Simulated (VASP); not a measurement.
Crystal: Sn.

```
CELL_PARAMETERS angstrom
0.00000 3.24800 3.24800
3.24800 0.00000 3.24800
3.24800 3.24800 0.00000
ATOMIC_POSITIONS crystal
Sn 0.00000 0.00000 0.00000
Sn 0.25000 0.25000 0.25000
```

This cell differs from its parent crystal: strain -1.1%.

Program: VASP 6.6.1. Alike in all runs: task single point; potentials or basis VASP PAW PBE potentials, release 64 (Sn_d); no spin polarisation; cell as given; cutoff (eV) 520; smearing fermi-dirac 0.02 eV. Hardware: 1 thread of Intel(R) Xeon(R) Platinum 8259CL CPU @ 2.50GHz (Skylake/Cascade Lake), with other jobs on the host.

Q: Order these runs on this cell by their wall time, lowest first.
A. level HSE06; k mesh 4 × 4 × 4; grid for exact exchange (PRECFOCK) Normal; screening parameter 0.2079 1/Å
B. level PBE; k mesh 6 × 6 × 6
C. level r2SCAN; k mesh 6 × 6 × 6

A: B (19 s), C (61 s), A (1400 s).

Caveats: some runs use coarse meshes.
